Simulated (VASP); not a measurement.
# Li (Fm-3m) in VASP: a series of runs

Li is run at these levels: PBE+D3(BJ); tasks: single point.

All numbers are computed with VASP 6.6.1; they aren't measurements. Logs are shortened: lines on timing, memory, paths and dates and some standing lists are left out, and cuts for length are marked.

## Step 1: The cell of the first run

It takes space group Fm-3m (No. 225, cubic). The conventional cell has a = 4.404 Å, b = 4.404 Å, c = 4.404 Å, α = 90.00°, β = 90.00°, γ = 90.00°. Within 4.1 Å of Li (site symmetry m-3m) lie 12 Li at 3.11 Å.

## Step 2: Single point, PBE+D3(BJ)

INCAR reads:

```
ALGO = Normal
EDIFF = 1E-6
ENCUT = 520
GGA = PE
ISIF = 2
ISMEAR = 0
IVDW = 12
LASPH = T
LCHARG = F
LREAL = F
LWAVE = F
NBANDS = 8
NELM = 100
PREC = Accurate
SIGMA = 0.15
```

KPOINTS reads:

```
k-points
0
Gamma
  18 18 18
```

POSCAR reads:

```
Li
1.0
    0.0000000000      2.2020000000      2.2020000000
    2.2020000000      0.0000000000      2.2020000000
    2.2020000000      2.2020000000      0.0000000000
Li
1
Direct
    0.0000000000      0.0000000000      0.0000000000
```

Potentials or basis: VASP PAW PBE potentials, release 64 (Li_sv).

Launch:

```bash
cat potpaw_PBE.64/Li_sv/POTCAR > POTCAR
mpirun -np 1 vasp_std > vasp.out
```

OUTCAR:

```text
EDIFF = 1E-6
   ENCUT = 520
   GGA = PE
   ISIF = 2
   ISMEAR = 0
   IVDW = 12
   LASPH = T
   LREAL = F
   NELM = 100
   PREC = Accurate
 IVDW          = 12

 ion  position               nearest neighbor table
   1  0.000  0.000  0.000-

  LATTYP: Found a face centered cubic cell.
 ALAT       =     4.4040000000

  Lattice vectors:

 A1 = (   0.0000000000,   2.2020000000,   2.2020000000)
 A2 = (   2.2020000000,   0.0000000000,   2.2020000000)
 A3 = (   2.2020000000,   2.2020000000,   0.0000000000)

Analysis of symmetry for initial positions (statically):
=====================================================================
 Subroutine PRICEL returns:
 Original cell was already a primitive cell.

 Routine SETGRP: Setting up the symmetry group for a
 face centered cubic supercell.

 Subroutine GETGRP returns: Found 48 space group operations
 (whereof 48 operations were pure point group operations)
 out of a pool of 48 trial point group operations.

The static configuration has the point symmetry O_h .

Analysis of symmetry for dynamics (positions and initial velocities):
=====================================================================
 Subroutine PRICEL returns:
 Original cell was already a primitive cell.

 Routine SETGRP: Setting up the symmetry group for a
 face centered cubic supercell.

 Subroutine GETGRP returns: Found 48 space group operations
 (whereof 48 operations were pure point group operations)
 out of a pool of 48 trial point group operations.

The dynamic configuration has the point symmetry O_h .

 Subroutine INISYM returns: Found 48 space group operations
 (whereof 48 operations are pure point group operations),
 and found     1 'primitive' translations

----------------------------------------------------------------------------------------

                                     Primitive cell

  volume of cell :      21.3541

  direct lattice vectors                    reciprocal lattice vectors
     0.000000000  2.202000000  2.202000000    -0.227066303  0.227066303  0.227066303
     2.202000000  0.000000000  2.202000000     0.227066303 -0.227066303  0.227066303
     2.202000000  2.202000000  0.000000000     0.227066303  0.227066303 -0.227066303

  length of vectors
     3.114098264  3.114098264  3.114098264     0.393290374  0.393290374  0.393290374

  position of ions in fractional coordinates (direct lattice)
     0.000000000  0.000000000  0.000000000

  ion indices of the primitive-cell ions
   primitive index   ion index
                 1           1

----------------------------------------------------------------------------------------

 KPOINTS: k-points

Automatic generation of k-mesh.
 Grid dimensions read from file:
 generate k-points for:   18   18   18

 Generating k-lattice:

  Cartesian coordinates                     Fractional coordinates (reciprocal lattice)
    -0.012614795  0.012614795  0.012614795     0.055555556  0.000000000  0.000000000
     0.012614795 -0.012614795  0.012614795     0.000000000  0.055555556  0.000000000
     0.012614795  0.012614795 -0.012614795     0.000000000  0.000000000  0.055555556

  Length of vectors
     0.021849465  0.021849465  0.021849465

  Shift w.r.t. Gamma in fractional coordinates (k-lattice)
     0.000000000  0.000000000  0.000000000

 Subroutine IBZKPT returns following result:
 ===========================================

 Found    195 irreducible k-points:

 Following reciprocal coordinates:
            Coordinates               Weight
  0.000000  0.000000  0.000000      1.000000
  0.055556  0.000000  0.000000      8.000000
  0.111111  0.000000  0.000000      8.000000
  0.166667  0.000000  0.000000      8.000000
  0.222222  0.000000  0.000000      8.000000
  0.277778  0.000000  0.000000      8.000000
[... 16 lines left out ...]
 -0.277778  0.055556  0.000000     24.000000
 -0.222222  0.055556  0.000000     24.000000
 [... further k-points ...]
   k-points           NKPTS =    195   k-points in BZ     NKDIM =    195   number of bands    NBANDS=      8
   number of dos      NEDOS =    301   number of ions     NIONS =      1
   total plane-waves  NPLWV =  13824
   dimension x,y,z NGX =    24 NGY =   24 NGZ =   24
   dimension x,y,z NGXF=    48 NGYF=   48 NGZF=   48
   ions per type =               1
   NGX,Y,Z   is equivalent  to a cutoff of  12.81, 12.81, 12.81 a.u.
   NGXF,Y,Z  is equivalent  to a cutoff of  25.62, 25.62, 25.62 a.u.
 SYSTEM =  unknown system
   PREC   = accura    normal or accurate (medium, high low for compatibility)
   ISTART =      0    job   : 0-new  1-cont  2-samecut
   ICHARG =      2    charge: 1-file 2-atom 10-const
   ISPIN  =      1    spin polarized calculation?
   LNONCOLLINEAR =      F non collinear calculations
   LSORBIT =      F    spin-orbit coupling
   LASPH  =      T    aspherical Exc in radial PAW
   ENCUT  =  520.0 eV  38.22 Ry    6.18 a.u.   5.79  5.79  5.79*2*pi/ulx,y,z
   NELM   =    100;   NELMIN=  2; NELMDL= -5     # of ELM steps
   EDIFF  = 0.1E-05   stopping-criterion for ELM
   LREAL  =      F    real-space projection
   EDIFFG = 0.1E-04   stopping-criterion for IOM
   NSW    =      0    number of steps for IOM
   IBRION =     -1    ionic relax: 0-MD 1-quasi-New 2-CG
   NFREE  =      0    steps in history (QN), initial steepest desc. (CG)
   ISIF   =      2    stress and relaxation
   ISYM   =      2    0-nonsym 1-usesym 2-fastsym
   POTIM  = 0.5000    time-step for ionic-motion
   TEBEG  =    0.0;   TEEND  =   0.0 temperature during run
   PSTRESS=    0.0 pullay stress
   NELECT =       3.0000    total number of electrons
   NUPDOWN=      -1.0000    fix difference up-down
   EMIN   =  10.00;   EMAX   =-10.00  energy-range for DOS
   EFERMI =   0.00;   METHOD = LEGACY
   ISMEAR =     0;   SIGMA  =   0.15  broadening in eV -4-tet -1-fermi 0-gaus
   EFERMI_NEDOS =   21; number of points for ismear=-14 and -15
   IALGO  =     38    algorithm
   IMIX   =      4    mixing-type and parameters
     AMIX     =   0.40;   BMIX     =  1.00
     AMIX_MAG =   1.60;   BMIX_MAG =  1.00
  volume/ion in A,a.u.               =      21.35       144.10
  Fermi-wavevector in a.u.,A,eV,Ry     =   0.851049  1.608250  9.854489  0.724285
  Thomas-Fermi vector in A             =   1.967122
   LORBIT       =      0    0 simple, 1 ext, 2 COOP (PROOUT), +10 PAW based schemes
   GGA     = PE    functional components
   LHFCALC =     F    Hartree Fock is set to
   AEXX    =    0.0000 exact exchange contribution
   IVDW    =    12    specifies the selected vdW correction
   LEPSILON=     F    determine dielectric tensor
   LRPA    =     F    only Hartree local field effects (RPA)
 non-spin polarized calculation
 Gauss-broadening in eV      SIGMA  =   0.15
  energy-cutoff  :      520.00
  volume of cell :       21.35
 maximum number of plane-waves:       589
   NGX = 11   NGY = 11   NGZ = 11

 number of electron       3.0000005 magnetization

 Free energy of the ion-electron system (eV)
  ---------------------------------------------------
  ext. energy  EPLUGINS =         0.00000000
  ---------------------------------------------------
  free energy    TOTEN  =        -1.90770387 eV

  energy without entropy =       -1.90295622  energy(sigma->0) =       -1.90533004

 E-fermi :   0.4905     XC(G=0):  -6.9185

 val. band max:        0.4878171379   @ k =   0.5000   0.0000   0.0000
 cond. band min:       0.5104882423   @ k =   0.5000   0.0556   0.0000
 fundamental gap:      0.0226711044
 Fermi energy:         0.4904994470

 k-point     1 :       0.0000    0.0000    0.0000
  band No.  band energies     occupation
      1     -46.1337      2.00000
      2      -3.0088      2.00000
      3      14.3125      0.00000
      4      14.3126      0.00000
      5      14.3126      0.00000
      6      18.1192      0.00000
      7      18.1192      0.00000
      8      18.1192      0.00000

 k-point     2 :       0.0556    0.0000    0.0000
  band No.  band energies     occupation
      1     -46.1332      2.00000
      2      -2.9547      2.00000
      3      13.7153      0.00000
      4      14.1886      0.00000
      5      14.1887      0.00000
      6      17.5127      0.00000
      7      18.3381      0.00000
      8      18.3381      0.00000

 k-point     3 :       0.1111    0.0000    0.0000
  band No.  band energies     occupation
      1     -46.1320      2.00000
      2      -2.7925      2.00000
      3      12.2996      0.00000
      4      13.8946      0.00000
      5      13.8946      0.00000
      6      17.3289      0.00000
      7      18.8639      0.00000
      8      18.8639      0.00000

 k-point     4 :       0.1667    0.0000    0.0000
  band No.  band energies     occupation
      1     -46.1300      2.00000
      2      -2.5220      2.00000
      3      10.6351      0.00000
      4      13.5561      0.00000
      5      13.5561      0.00000
      6      17.4795      0.00000
      7      19.2607      0.00000
      8      19.2608      0.00000

 k-point     5 :       0.2222    0.0000    0.0000
  band No.  band energies     occupation
      1     -46.1277      2.00000
      2      -2.1442      2.00000
      3       8.9717      0.00000
      4      13.2488      0.00000
      5      13.2488      0.00000
      6      17.7208      0.00000
      7      18.9090      0.00000
      8      18.9091      0.00000
[... 177 lines left out ...]
 k-point    22 :      -0.3333    0.0556    0.0000
  band No.  band energies     occupation
      1     -46.1219      2.00000
      2      -0.8244      2.00000
      3       5.5314      0.00000
      4      11.9985      0.00000
      5      13.1159      0.00000
      6      16.4692      0.00000
      7      17.0962      0.00000
      8      19.1055      0.00000

 k-point    23 :      -0.2778    0.0556    0.0000
  band No.  band energies     occupation
      1     -46.1241      2.00000
      2      -1.4297      2.00000
      3       6.9230      0.00000
      4      12.0628      0.00000
      5      13.4229      0.00000
      6      17.0376      0.00000
      7      17.5748      0.00000
      8      18.9753      0.00000

 k-point    24 :      -0.2222    0.0556    0.0000
  band No.  band energies     occupation
      1     -46.1265      2.00000
      2      -1.9456      2.00000
      3       8.4539      0.00000
      4      12.2333      0.00000
      5      13.7376      0.00000
      6      17.5008      0.00000
      7      18.2204      0.00000
      8      18.7787      0.00000

 [... further k-points ...]

------------------------ aborting loop because EDIFF is reached ----------------------------------------

 Edisp (eV)   -0.16049

 E8    (eV) :    -0.0669

  FORCE on cell =-STRESS in cart. coord.  units (eV):
  Direction    XX          YY          ZZ          XY          YZ          ZX
  --------------------------------------------------------------------------------------
  -------------------------------------------------------------------------------------
  Total      -0.26003    -0.26003    -0.26003     0.00000    -0.00000    -0.00000
  in kB     -19.50963   -19.50963   -19.50963     0.00000    -0.00000    -0.00000
  external pressure =      -19.51 kB  Pullay stress =        0.00 kB

 VOLUME and BASIS-vectors are now :
 -----------------------------------------------------------------------------
  energy-cutoff  :      520.00
  volume of cell :       21.35
      direct lattice vectors                 reciprocal lattice vectors
     0.000000000  2.202000000  2.202000000    -0.227066303  0.227066303  0.227066303
     2.202000000  0.000000000  2.202000000     0.227066303 -0.227066303  0.227066303
     2.202000000  2.202000000  0.000000000     0.227066303  0.227066303 -0.227066303

 POSITION                                       TOTAL-FORCE (eV/Angst)
 -----------------------------------------------------------------------------------
      0.00000      0.00000      0.00000        -0.000000      0.000000     -0.000000
 -----------------------------------------------------------------------------------
    total drift:                               -0.000000     -0.000000      0.000000

  FREE ENERGIE OF THE ION-ELECTRON SYSTEM (eV)
  ---------------------------------------------------
  free  energy   TOTEN  =        -2.0681967403 eV

  energy  without entropy=       -2.0634490841  energy(sigma->0) =       -2.06582291
```

It took 16 s on 1 thread of AMD EPYC 7R43 (Zen 3), shared host; peak memory 0.12 GiB.

What came out:

| Property | Result |
| --- | --- |
| Free energy | -2.0682 eV |
| Dispersion energy per atom | -0.160 eV |

Caveat: the cutoff is under 1.25 times the usual one of these potentials, so pressure, stress and relaxed cells hold a basis-set (Pulay) error; pairwise dispersion overbinds metals, which lowers pressure and volume.

## Step 3: Single point, PBE+D3(BJ)

INCAR reads:

```
SYSTEM = Li
ALGO = Fast
EDIFF = 1E-6
ENCUT = 520
GGA = PE
ISIF = 2
ISMEAR = 0
IVDW = 12
LASPH = .True.
LCHARG = .False.
LREAL = .False.
LWAVE = .False.
NBANDS = 8
NELM = 100
PREC = Accurate
SIGMA = 0.15
```

KPOINTS reads:

```
k-points
0
Gamma
  20 20 20
  0 0 0
```

POSCAR is that of step 2.

Potentials or basis: VASP PAW PBE potentials, release 64 (Li_sv).

Launch:

```bash
cat potpaw_PBE.64/Li_sv/POTCAR > POTCAR
mpirun -np 1 vasp_std > vasp.out
```

OUTCAR:

```text
SYSTEM = Li
   EDIFF = 1E-6
   ENCUT = 520
   GGA = PE
   ISIF = 2
   ISMEAR = 0
   IVDW = 12
   LASPH = .True.
   LREAL = .False.
   NELM = 100
   PREC = Accurate
 IVDW          = 12

 ion  position               nearest neighbor table
   1  0.000  0.000  0.000-

  LATTYP: Found a face centered cubic cell.
 ALAT       =     4.4040000000

  Lattice vectors:

 A1 = (   0.0000000000,   2.2020000000,   2.2020000000)
 A2 = (   2.2020000000,   0.0000000000,   2.2020000000)
 A3 = (   2.2020000000,   2.2020000000,   0.0000000000)

Analysis of symmetry for initial positions (statically):
=====================================================================
 Subroutine PRICEL returns:
 Original cell was already a primitive cell.

 Routine SETGRP: Setting up the symmetry group for a
 face centered cubic supercell.

 Subroutine GETGRP returns: Found 48 space group operations
 (whereof 48 operations were pure point group operations)
 out of a pool of 48 trial point group operations.

The static configuration has the point symmetry O_h .

Analysis of symmetry for dynamics (positions and initial velocities):
=====================================================================
 Subroutine PRICEL returns:
 Original cell was already a primitive cell.

 Routine SETGRP: Setting up the symmetry group for a
 face centered cubic supercell.

 Subroutine GETGRP returns: Found 48 space group operations
 (whereof 48 operations were pure point group operations)
 out of a pool of 48 trial point group operations.

The dynamic configuration has the point symmetry O_h .

 Subroutine INISYM returns: Found 48 space group operations
 (whereof 48 operations are pure point group operations),
 and found     1 'primitive' translations

----------------------------------------------------------------------------------------

                                     Primitive cell

  volume of cell :      21.3541

[... 109 lines left out ...]
  Thomas-Fermi vector in A             =   1.967122
   LORBIT       =      0    0 simple, 1 ext, 2 COOP (PROOUT), +10 PAW based schemes
   GGA     = PE    functional components
   LHFCALC =     F    Hartree Fock is set to
   AEXX    =    0.0000 exact exchange contribution
   IVDW    =    12    specifies the selected vdW correction
   LEPSILON=     F    determine dielectric tensor
   LRPA    =     F    only Hartree local field effects (RPA)
 non-spin polarized calculation
 RMM-DIIS sequential band-by-band and
 Gauss-broadening in eV      SIGMA  =   0.15
  energy-cutoff  :      520.00
  volume of cell :       21.35
 maximum number of plane-waves:       589
   NGX = 11   NGY = 11   NGZ = 11

 number of electron       3.0000005 magnetization

 Free energy of the ion-electron system (eV)
  ---------------------------------------------------
  ext. energy  EPLUGINS =         0.00000000
  ---------------------------------------------------
  free energy    TOTEN  =        -1.90710127 eV

  energy without entropy =       -1.90169037  energy(sigma->0) =       -1.90439582

 E-fermi :   0.4897     XC(G=0):  -6.9191

 val. band max:        0.4874453749   @ k =   0.5000   0.0000   0.0000
 cond. band min:       0.5057909542   @ k =   0.5000   0.0500   0.0000
 fundamental gap:      0.0183455793
 Fermi energy:         0.4896683054

 k-point     1 :       0.0000    0.0000    0.0000
  band No.  band energies     occupation
      1     -46.1415      2.00000
      2      -3.0094      2.00000
      3      14.3115      0.00000
      4      14.3116      0.00000
      5      14.3116      0.00000
      6      18.1187      0.00000
      7      18.1187      0.00000
      8      18.1187      0.00000
[... 243 lines left out ...]
 k-point    24 :      -0.3500    0.0500    0.0000
  band No.  band energies     occupation
      1     -46.1292      2.00000
      2      -0.6621      2.00000
      3       5.1839      0.00000
      4      12.0968      0.00000
      5      13.0302      0.00000
      6      16.4046      0.00000
      7      16.9876      0.00000
      8      18.9023      0.00000

 [... further k-points ...]

------------------------ aborting loop because EDIFF is reached ----------------------------------------

 Edisp (eV)   -0.16049

 E8    (eV) :    -0.0669

  FORCE on cell =-STRESS in cart. coord.  units (eV):
  Direction    XX          YY          ZZ          XY          YZ          ZX
  --------------------------------------------------------------------------------------
  -------------------------------------------------------------------------------------
  Total      -0.25461    -0.25461    -0.25461    -0.00000    -0.00000     0.00000
  in kB     -19.10334   -19.10334   -19.10334    -0.00000    -0.00000     0.00000
  external pressure =      -19.10 kB  Pullay stress =        0.00 kB

 VOLUME and BASIS-vectors are now :
 -----------------------------------------------------------------------------
  energy-cutoff  :      520.00
  volume of cell :       21.35
      direct lattice vectors                 reciprocal lattice vectors
     0.000000000  2.202000000  2.202000000    -0.227066303  0.227066303  0.227066303
     2.202000000  0.000000000  2.202000000     0.227066303 -0.227066303  0.227066303
     2.202000000  2.202000000  0.000000000     0.227066303  0.227066303 -0.227066303

 POSITION                                       TOTAL-FORCE (eV/Angst)
 -----------------------------------------------------------------------------------
      0.00000      0.00000      0.00000         0.000000      0.000000     -0.000000
 -----------------------------------------------------------------------------------
    total drift:                               -0.000000     -0.000000     -0.000000

  FREE ENERGIE OF THE ION-ELECTRON SYSTEM (eV)
  ---------------------------------------------------
  free  energy   TOTEN  =        -2.0675941396 eV

  energy  without entropy=       -2.0621832334  energy(sigma->0) =       -2.06488869
```

stdout:

```text
POSCAR found type information on POSCAR Li
 POSCAR found :  1 types and       1 ions
 scaLAPACK will be used
 LDA part: xc-table for (Slater+PW92), standard interpolation
 POSCAR, INCAR and KPOINTS ok, starting setup
 FFT: planning ... GRIDC
 FFT: planning ... GRID_SOFT
 FFT: planning ... GRID
 WAVECAR not read
 entering main loop
WARNING in EDDRMM: call to ZHEGV failed, returncode =   8  4      7
WARNING in EDDRMM: call to ZHEGV failed, returncode =   6  3      4
WARNING in EDDRMM: call to ZHEGV failed, returncode =   8  4      6
WARNING in EDDRMM: call to ZHEGV failed, returncode =   6  3      5
WARNING in EDDRMM: call to ZHEGV failed, returncode =   8  4      8
```

It took 37 s on 1 thread of AMD EPYC 7R43 (Zen 3), shared host; peak memory 0.13 GiB.

Results:

| Quantity | Value |
| --- | --- |
| Free energy | -2.0676 eV |
| Dispersion energy per atom | -0.160 eV |

Caveat: the cutoff is under 1.25 times the usual one of these potentials, so pressure, stress and relaxed cells hold a basis-set (Pulay) error; pairwise dispersion overbinds metals, which lowers pressure and volume.
